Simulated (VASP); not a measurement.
Runs of VASP 6.6.1 on HgTe. The structure is that of space group F-43m (No. 216), or close to it. The cells are those of the table. 

| cell | gap on the mesh (eV) | pressure (GPa) |
| --- | --- | --- |
| a = 4.432, b = 4.432, c = 4.489 Å, angles 59.6, 59.6, 60.9°, 2 atoms | - | 5.7 |
| a = 4.374 Å, angles 60.0°, 2 atoms | none | 9.8 |
| a = 4.432, b = 4.432, c = 4.374 Å, angles 60.4, 60.4, 59.1°, 2 atoms | none | 7.6 |
| a = 4.491, b = 4.491, c = 4.374 Å, angles 60.9, 60.9, 58.3°, 2 atoms | none | 5.7 |
| a = 4.489 Å, angles 60.0°, 2 atoms | none | (b) |
| a = 4.720 Å, angles 60.0°, 2 atoms | none | (a) |
| a = 4.835 Å, angles 60.0°, 2 atoms | none | -4.2 |

Alike in all rows: task single point; level PBEsol; potentials or basis VASP PAW PBE potentials, release 64 (Hg, Te); no spin polarisation; k mesh 16 × 16 × 16; cutoff (eV) 520; smearing gaussian 0.15 eV.

Q: Fill in the values left out.

A: (a) -2.5; (b) 4.0.

Caveats: the PAW data sets were made with another functional, which shifts forces and pressure a little; spin-orbit coupling is left out, which moves the levels of the heavy elements; semilocal functionals underestimate gaps, so a narrow gap can read as zero (at least some runs); the cell stands under pressure (at least some runs); the cell stands under tension (at least some runs).

A k mesh can miss the band edges, and the runs leave out spin-orbit coupling on Hg, Te.

A gap of «none» marks levels without a gap at the run's occupations.
